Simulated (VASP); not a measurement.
Input of a VASP 6.6.1 run:

The input INCAR:

```
SYSTEM = TaN
PREC = Accurate
ENCUT = 520
EDIFF = 1E-7
ISMEAR = -1
SIGMA = 0.15
LREAL = .FALSE.
LASPH = .TRUE.
NELM = 60
ALGO = Normal
ISIF = 2
LWAVE = .FALSE.
LCHARG = .TRUE.
GGA = PS
LELF = .TRUE.
LVHAR = .TRUE.
NBANDS = 15
```

KPOINTS

```
Automatic mesh
0
G
  11 11 10
  0 0 0
```

The input POSCAR:

```
TaN
1.0
    2.8881937680      0.0000000000      0.0000000000
   -1.4440968840      2.5012495316      0.0000000000
    0.0000000000      0.0000000000      2.8341261515
Ta N
1 1
Direct
    0.3333333333      0.6666666667      0.5000000000
    0.0000000000      0.0000000000      0.0000000000
```

Potentials or basis: VASP PAW PBE potentials, release 64 (Ta_pv, N).

Launch:

```sh
$ cat potpaw_PBE.64/Ta_pv/POTCAR potpaw_PBE.64/N/POTCAR > POTCAR
$ mpirun -np 1 vasp_std > vasp.out
```

(1) Estimate the pressure.

(2) Estimate the band gap on the k mesh.

Results:

(1) 15.8 GPa.

(2) zero (band 8 reaches 9.05 eV, above the bottom of band 9 at 8.52 eV).

Caveat: the PAW data sets were made with another functional, which shifts forces and pressure a little; spin-orbit coupling is left out, which moves the levels of the heavy elements.
